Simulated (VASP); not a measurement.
A run of VASP 6.6.1 is set up as follows.

Contents of INCAR:

```
ALGO = Fast ; EDIFF = 1E-6
ENCUT = 520 ; GGA = PE
ISIF = 2 ; ISMEAR = 0
LASPH = T ; LCHARG = F
LREAL = F ; LWAVE = F
NBANDS = 13 ; NELM = 80
PREC = Accurate ; SIGMA = 0.15
```

The input KPOINTS:

```
k-points
0
Gamma
  20 20 20
```

Contents of POSCAR:

```
W
1.0
   -1.4695160000      1.4695160000      1.5973000000
    1.4695160000     -1.4695160000      1.5973000000
    1.4695160000      1.4695160000     -1.5973000000
W
1
Direct
    0.0000000000      0.0000000000      0.0000000000
```

Potentials or basis: VASP PAW PBE potentials, release 64 (W_sv).

Command:

```bash
$ cat potpaw_PBE.64/W_sv/POTCAR > POTCAR
$ mpirun -np 1 vasp_std > vasp.out
```

Question: Predict the band gap on the k mesh.

Answer: Zero (band 7 reaches 19.55 eV, above the bottom of band 8 at 12.38 eV).

Question: Estimate the pressure.

Answer: 68.4 GPa.

Stress tensor (GPa, compression positive):
```
79.62  0.00  0.00
 0.00 79.62  0.00
 0.00  0.00 45.83
```

Caveat: the cell differs from its parent crystal (strain -0.080 along x and y, +0.000 along z); spin-orbit coupling is left out, which moves the levels of the heavy elements.
